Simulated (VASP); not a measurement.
# Ti (P6/mmm) in VASP: a series of runs

Runs on Ti. Level: PBE. Tasks: single point, relaxation of cell and atoms.

Program: VASP 6.6.1. These are calculated values, not measurements. Logs are shortened: lines on timing, memory, paths and dates and some standing lists are left out, and cuts for length are marked.

### Step 1. The cell of the first run

The structure is hexagonal, space group P6/mmm (No. 191). The conventional cell has a = 2.625 Å, b = 2.625 Å, c = 2.593 Å, α = 90.00°, β = 90.00°, γ = 120.00°. Ti (site symmetry 6/mmm) has 8 Ti at 2.59 to 2.62 Å within 3.4 Å.

### Step 2. Single point, PBE

INCAR reads:

```
PREC = Accurate ; ENCUT = 520
EDIFF = 1E-6 ; ISMEAR = -1
SIGMA = 0.1 ; LREAL = F
LASPH = T ; NELM = 80
ALGO = Normal ; ISIF = 2
LWAVE = F ; LCHARG = F
GGA = PE ; NBANDS = 12
```

KPOINTS reads:

```
regular mesh
0
Gamma
  16 16 15
```

POSCAR reads:

```
Ti
1.0
    2.6249356642      0.0000000000      0.0000000000
   -1.3124678321      2.2732609685      0.0000000000
    0.0000000000      0.0000000000      2.5925793692
Ti
1
Direct
    0.0000000000      0.0000000000      0.0000000000
```

Potentials or basis: VASP PAW PBE potentials, release 64 (Ti_sv).

On the command line:

```
$ cat potpaw_PBE.64/Ti_sv/POTCAR > POTCAR
$ mpirun -np 1 vasp_std > vasp.out
```

OUTCAR:

```text
PREC = Accurate
   ENCUT = 520
   EDIFF = 1E-6
   ISMEAR = -1
   LREAL = F
   LASPH = T
   NELM = 80
   ISIF = 2
   GGA = PE

 ion  position               nearest neighbor table
   1  0.000  0.000  0.000-

  LATTYP: Found a hexagonal cell.
 ALAT       =     2.6249356642
 C/A-ratio  =     0.9876734903

  Lattice vectors:

 A1 = (   2.6249356642,   0.0000000000,   0.0000000000)
 A2 = (  -1.3124678321,   2.2732609685,   0.0000000000)
 A3 = (   0.0000000000,   0.0000000000,   2.5925793692)

Analysis of symmetry for initial positions (statically):
=====================================================================
 Subroutine PRICEL returns:
 Original cell was already a primitive cell.

 Routine SETGRP: Setting up the symmetry group for a
 hexagonal supercell.

 Subroutine GETGRP returns: Found 24 space group operations
 (whereof 24 operations were pure point group operations)
 out of a pool of 24 trial point group operations.

The static configuration has the point symmetry D_6h.

Analysis of symmetry for dynamics (positions and initial velocities):
=====================================================================
 Subroutine PRICEL returns:
 Original cell was already a primitive cell.

 Routine SETGRP: Setting up the symmetry group for a
 hexagonal supercell.

 Subroutine GETGRP returns: Found 24 space group operations
 (whereof 24 operations were pure point group operations)
 out of a pool of 24 trial point group operations.

The dynamic configuration has the point symmetry D_6h.

 Subroutine INISYM returns: Found 24 space group operations
 (whereof 24 operations are pure point group operations),
 and found     1 'primitive' translations

----------------------------------------------------------------------------------------

                                     Primitive cell

  volume of cell :      15.4703

  direct lattice vectors                    reciprocal lattice vectors
     2.624935664  0.000000000  0.000000000     0.380961718  0.219948350  0.000000000
    -1.312467832  2.273260968  0.000000000     0.000000000  0.439896701  0.000000000
     0.000000000  0.000000000  2.592579369     0.000000000  0.000000000  0.385716253

  length of vectors
     2.624935664  2.624935664  2.592579369     0.439896701  0.439896701  0.385716253

  position of ions in fractional coordinates (direct lattice)
     0.000000000  0.000000000  0.000000000

  ion indices of the primitive-cell ions
   primitive index   ion index
                 1           1

----------------------------------------------------------------------------------------

 KPOINTS: regular mesh

Automatic generation of k-mesh.
 Grid dimensions read from file:
 generate k-points for:   16   16   15

 Generating k-lattice:

  Cartesian coordinates                     Fractional coordinates (reciprocal lattice)
     0.023810107  0.013746772  0.000000000     0.062500000  0.000000000  0.000000000
     0.000000000  0.027493544  0.000000000     0.000000000  0.062500000  0.000000000
     0.000000000  0.000000000  0.025714417     0.000000000  0.000000000  0.066666667

  Length of vectors
     0.027493544  0.027493544  0.025714417

  Shift w.r.t. Gamma in fractional coordinates (k-lattice)
     0.000000000  0.000000000  0.000000000

 Subroutine IBZKPT returns following result:
 ===========================================

 Found    240 irreducible k-points:

 Following reciprocal coordinates:
            Coordinates               Weight
  0.000000  0.000000  0.000000      1.000000
  0.062500  0.000000  0.000000      6.000000
  0.125000  0.000000  0.000000      6.000000
  0.187500 -0.000000  0.000000      6.000000
  0.250000  0.000000  0.000000      6.000000
  0.312500  0.000000  0.000000      6.000000
[... 16 lines left out ...]
  0.187500  0.187500  0.000000      6.000000
  0.250000  0.187500  0.000000     12.000000
 [... further k-points ...]
   k-points           NKPTS =    240   k-points in BZ     NKDIM =    240   number of bands    NBANDS=     12
   number of dos      NEDOS =    301   number of ions     NIONS =      1
   total plane-waves  NPLWV =   8000
   dimension x,y,z NGX =    20 NGY =   20 NGZ =   20
   dimension x,y,z NGXF=    40 NGYF=   40 NGZF=   40
   ions per type =               1
   NGX,Y,Z   is equivalent  to a cutoff of  12.67, 12.67, 12.82 a.u.
   NGXF,Y,Z  is equivalent  to a cutoff of  25.33, 25.33, 25.65 a.u.
 SYSTEM =  unknown system
   PREC   = accura    normal or accurate (medium, high low for compatibility)
   ISTART =      0    job   : 0-new  1-cont  2-samecut
   ICHARG =      2    charge: 1-file 2-atom 10-const
   ISPIN  =      1    spin polarized calculation?
   LNONCOLLINEAR =      F non collinear calculations
   LSORBIT =      F    spin-orbit coupling
   LASPH  =      T    aspherical Exc in radial PAW
   ENCUT  =  520.0 eV  38.22 Ry    6.18 a.u.   4.88  4.88  4.82*2*pi/ulx,y,z
   NELM   =     80;   NELMIN=  2; NELMDL= -5     # of ELM steps
   EDIFF  = 0.1E-05   stopping-criterion for ELM
   LREAL  =      F    real-space projection
   EDIFFG = 0.1E-04   stopping-criterion for IOM
   NSW    =      0    number of steps for IOM
   IBRION =     -1    ionic relax: 0-MD 1-quasi-New 2-CG
   NFREE  =      0    steps in history (QN), initial steepest desc. (CG)
   ISIF   =      2    stress and relaxation
   ISYM   =      2    0-nonsym 1-usesym 2-fastsym
   POTIM  = 0.5000    time-step for ionic-motion
   TEBEG  =    0.0;   TEEND  =   0.0 temperature during run
   PSTRESS=    0.0 pullay stress
   NELECT =      12.0000    total number of electrons
   NUPDOWN=      -1.0000    fix difference up-down
   EMIN   =  10.00;   EMAX   =-10.00  energy-range for DOS
   EFERMI =   0.00;   METHOD = LEGACY
   ISMEAR =    -1;   SIGMA  =   0.10  broadening in eV -4-tet -1-fermi 0-gaus
   EFERMI_NEDOS =   21; number of points for ismear=-14 and -15
   IALGO  =     38    algorithm
   IMIX   =      4    mixing-type and parameters
     AMIX     =   0.40;   BMIX     =  1.00
     AMIX_MAG =   1.60;   BMIX_MAG =  1.00
  volume/ion in A,a.u.               =      15.47       104.40
  Fermi-wavevector in a.u.,A,eV,Ry     =   1.504187  2.842502 30.784261  2.262579
  Thomas-Fermi vector in A             =   2.615200
   LORBIT       =      0    0 simple, 1 ext, 2 COOP (PROOUT), +10 PAW based schemes
   GGA     = PE    functional components
[... 5 lines left out ...]
 non-spin polarized calculation
  energy-cutoff  :      520.00
  volume of cell :       15.47
 maximum number of plane-waves:       433
 NGX is ok and might be reduce to    20

 number of electron      12.0000007 magnetization

 Free energy of the ion-electron system (eV)
  ---------------------------------------------------
  ext. energy  EPLUGINS =         0.00000000
  ---------------------------------------------------
  free energy    TOTEN  =        -7.39466682 eV

  energy without entropy =       -7.36236624  energy(sigma->0) =       -7.37851653

 E-fermi :   9.2931     XC(G=0): -11.9991

 val. band max:        9.2829978339   @ k =   0.1875   0.1250   0.1333
 cond. band min:       9.3055547238   @ k =   0.2500   0.2500   0.0000
 fundamental gap:      0.0225568899
 Fermi energy:         9.2930765439

 k-point     1 :       0.0000    0.0000    0.0000
  band No.  band energies     occupation
      1     -47.1080      2.00000
      2     -22.8316      2.00000
      3     -22.6039      2.00000
      4     -22.6039      2.00000
      5       3.2763      2.00000
      6       7.7634      2.00000
      7      10.5336      0.00001
      8      10.5336      0.00001
      9      13.8478      0.00000
     10      13.8478      0.00000
     11      25.3149      0.00000
     12      26.1912      0.00000

 k-point     2 :       0.0625    0.0000    0.0000
  band No.  band energies     occupation
      1     -47.0982      2.00000
      2     -22.8256      2.00000
      3     -22.6560      2.00000
      4     -22.6151      2.00000
      5       3.4207      2.00000
      6       7.8286      2.00000
      7      10.4020      0.00003
      8      10.6465      0.00000
      9      13.7212      0.00000
     10      13.8285      0.00000
     11      25.5652      0.00000
     12      26.2908      0.00000

 k-point     3 :       0.1250    0.0000    0.0000
  band No.  band energies     occupation
      1     -47.0703      2.00000
      2     -22.8087      2.00000
      3     -22.8030      2.00000
      4     -22.6470      2.00000
      5       3.8374      2.00000
      6       8.0104      1.99999
      7      10.0627      0.00091
      8      10.9768      0.00000
      9      13.3817      0.00000
     10      13.7737      0.00000
     11      26.2709      0.00000
     12      26.3002      0.00000
[... 286 lines left out ...]
 k-point    23 :       0.1875    0.1875    0.0000
  band No.  band energies     occupation
      1     -46.9158      2.00000
      2     -23.4741      2.00000
      3     -22.9203      2.00000
      4     -22.7161      2.00000
      5       6.4081      2.00000
      6       8.6436      1.99698
      7       8.9722      1.92232
      8      12.0689      0.00000
      9      13.2649      0.00000
     10      13.4102      0.00000
     11      22.8917      0.00000
     12      23.5466      0.00000

 k-point    24 :       0.2500    0.1875    0.0000
  band No.  band energies     occupation
      1     -46.8758      2.00000
      2     -23.6078      2.00000
      3     -23.0223      2.00000
      4     -22.6923      2.00000
      5       7.1697      2.00000
      6       8.4346      1.99963
      7       9.2605      1.16159
      8      11.8486      0.00000
      9      13.0685      0.00000
     10      14.2545      0.00000
     11      21.3259      0.00000
     12      22.4777      0.00000

 [... further k-points ...]
[... 5 lines left out ...]
  --------------------------------------------------------------------------------------
  -------------------------------------------------------------------------------------
  Total        1.5113817      1.5113817      1.5169007      0.0000000      0.0000000      0.0000000
  in kB      156.5253659    156.5253659    157.0969329      0.0000000      0.0000000      0.0000000
  external PRESSURE =     156.7158882 kB  Pullay stress =       0.0000000 kB

 VOLUME and BASIS-vectors are now :
 -----------------------------------------------------------------------------
  energy-cutoff  :      520.00
  volume of cell :       15.47
      direct lattice vectors                 reciprocal lattice vectors
     2.624935664  0.000000000  0.000000000     0.380961718  0.219948350  0.000000000
    -1.312467832  2.273260968  0.000000000     0.000000000  0.439896701  0.000000000
     0.000000000  0.000000000  2.592579369     0.000000000  0.000000000  0.385716253

 POSITION                                       TOTAL-FORCE (eV/Angst)
 -----------------------------------------------------------------------------------
      0.00000      0.00000      0.00000        -0.000000      0.000000      0.000000
 -----------------------------------------------------------------------------------
    total drift:                               -0.000000      0.000000      0.000000

  FREE ENERGIE OF THE ION-ELECTRON SYSTEM (eV)
  ---------------------------------------------------
  free  energy   TOTEN  =        -7.3946668171 eV

  energy  without entropy=       -7.3623662431  energy(sigma->0) =       -7.37851653
```

Run time: 21 s. Hardware: 1 thread of Intel Xeon 6975P-C (Granite Rapids), shared host; peak memory 0.15 GiB.

What came out:

```yaml
Free_energy: -7.3947 eV
Pressure: 15.7 GPa
Band_gap_on_the_k_mesh: zero (band 6 reaches 9.68 eV, above the bottom of band 7 at 8.97 eV)
```

Levels at points of the mesh, in eV from the Fermi level:
```tsv
k point	band 3	band 4	band 5	band 6	band 7	band 8	band 9	band 10
(0.00, 0.00, 0.00)	-31.90	-31.90	-6.02	-1.53	1.24	1.24	4.55	4.55
(0.50, 0.00, 0.00)	-32.19	-31.97	-2.72	-0.44	1.35	2.06	4.07	5.06
```

### Step 3. Single point, PBE

INCAR reads:

```
SYSTEM = Ti
ALGO = Normal
EDIFF = 1E-6
ENCUT = 520
GGA = PE
ISIF = 2
ISMEAR = -1
LASPH = .TRUE.
LCHARG = .FALSE.
LREAL = .FALSE.
LWAVE = .FALSE.
NBANDS = 12
NELM = 60
PREC = Accurate
SIGMA = 0.1
```

KPOINTS reads:

```
k-points
0
G
  16 16 15
  0 0 0
```

POSCAR reads:

```
Ti
1.0
    2.6248122099      0.0000000000      0.0000000000
   -1.3124061050      2.2731540540      0.0000000000
    0.0000000000      0.0000000000      2.5920867818
Ti
1
Direct
    0.0000000000      0.0000000000      0.0000000000
```

Potentials or basis: VASP PAW PBE potentials, release 64 (Ti_sv).

On the command line:

```
$ cat potpaw_PBE.64/Ti_sv/POTCAR > POTCAR
$ mpirun -np 1 vasp_std > vasp.out
```

Run time: 14 s. Hardware: 1 thread of Intel Xeon 6975P-C (Granite Rapids), shared host; peak memory 0.15 GiB.

Results (log left out):

* Free energy: -7.3942 eV
* Pressure: 15.7 GPa
* Band gap on the k mesh: zero (band 6 reaches 9.68 eV, above the bottom of band 7 at 8.97 eV)

Stress tensor (GPa, compression positive):
```
15.68  0.00  0.00
 0.00 15.68  0.00
 0.00  0.00 15.77
```

Levels at points of the mesh, in eV from the Fermi level:
```
           k point  band 2  band 3  band 4  band 5  band 6  band 7  band 8  band 9  band 10  band 11
(0.00, 0.00, 0.00)  -32.12  -31.90  -31.90   -6.02   -1.53    1.24    1.24    4.56     4.56    16.03
(0.50, 0.00, 0.00)  -33.19  -32.18  -31.97   -2.73   -0.44    1.35    2.06    4.07     5.06     9.79
```

### Step 4. Single point, PBE

This run uses another cell than the first one: it holds 3 atoms, not 1.

INCAR reads:

```
PREC     = Accurate       # precision mode
ENCUT    = 520            # plane-wave cutoff, eV
EDIFF    = 1E-7           # SCF threshold, eV
ISMEAR   = -1             # smearing method
SIGMA    = 0.1            # smearing width, eV
LREAL    = False          # projectors in reciprocal space
LASPH    = True           # aspherical terms in the spheres
NELM     = 60             # most SCF steps
ALGO     = Normal         # electronic algorithm
ISIF     = 2              # what is computed and relaxed
LWAVE    = False          # write WAVECAR
LCHARG   = True           # write CHGCAR
GGA      = PE             # functional
LELF     = True           # ELF
LVHAR    = True         
NBANDS   = 25             # bands
```

KPOINTS reads:

```
regular mesh
0
Gamma
  8 8 11
```

POSCAR reads:

```
Ti
1.0
    4.4008592762      0.0000000000      0.0000000000
   -2.2004296381      3.8112559317      0.0000000000
    0.0000000000      0.0000000000      2.7311291705
Ti
3
Direct
    0.0000000000      0.0000000000      0.0000000000
    0.3333333333      0.6666666667      0.5000000000
    0.6666666667      0.3333333333      0.5000000000
```

On the command line:

```
$ cat potpaw_PBE.64/Ti_sv/POTCAR > POTCAR
$ mpirun -np 1 vasp_std > vasp.out
```

Wall time 38 s (1 thread of Intel Xeon 6975P-C (Granite Rapids), shared host); peak memory 0.19 GiB.

The run converged. Its results:

```
Free energy            : -23.3219 eV
Pressure               : 15.6 GPa
Band gap on the k mesh : zero (band 18 reaches 9.93 eV, above the bottom of band 19 at 9.52 eV)
```

Levels at points of the mesh, in eV from the Fermi level:
```tsv
k point	band 15	band 16	band 17	band 18	band 19	band 20	band 21	band 22
(0.00, 0.00, 0.00)	-0.69	-0.69	-0.61	-0.61	0.03	0.79	1.46	1.46
(0.50, 0.00, 0.00)	-2.90	-0.51	-0.48	-0.41	0.05	0.64	1.11	1.55
```

### Step 5. Single point, PBE

This run uses another cell than the first one: it holds 3 atoms, not 1.

INCAR reads:

```
ALGO = Normal
EDIFF = 1E-7
ENCUT = 520
GGA = PE
ISIF = 2
ISMEAR = -1
LASPH = True
LCHARG = False
LREAL = False
LWAVE = False
NBANDS = 25
NELM = 80
PREC = Accurate
SIGMA = 0.1
```

KPOINTS reads:

```
k-points
0
Gamma
  8 8 11
```

POSCAR reads:

```
Ti
1.0
    4.4002975986      0.0000000000      0.0000000000
   -2.2001487993      3.8107695046      0.0000000000
    0.0000000000      0.0000000000      2.7313095768
Ti
3
Direct
    0.0000000000      0.0000000000      0.0000000000
    0.3333333333      0.6666666667      0.5000000000
    0.6666666667      0.3333333333      0.5000000000
```

On the command line:

```
$ cat potpaw_PBE.64/Ti_sv/POTCAR > POTCAR
$ mpirun -np 1 vasp_std > vasp.out
```

It took 36 s on 1 thread of Intel Xeon 6975P-C (Granite Rapids), shared host; peak memory 0.19 GiB.

Results (log left out):

* Free energy: -23.3211 eV
* Pressure: 15.6 GPa
* Band gap on the k mesh: zero (band 18 reaches 9.93 eV, above the bottom of band 19 at 9.52 eV)

Levels at points of the mesh, in eV from the Fermi level:
```tsv
k point	band 14	band 15	band 16	band 17	band 18	band 19	band 20	band 21	band 22	band 23
(0.00, 0.00, 0.00)	-2.26	-0.69	-0.69	-0.61	-0.61	0.03	0.79	1.46	1.46	2.04
(0.50, 0.00, 0.00)	-3.57	-2.90	-0.52	-0.48	-0.41	0.05	0.64	1.11	1.55	2.16
```

(Part 1 of 2 ends here.)
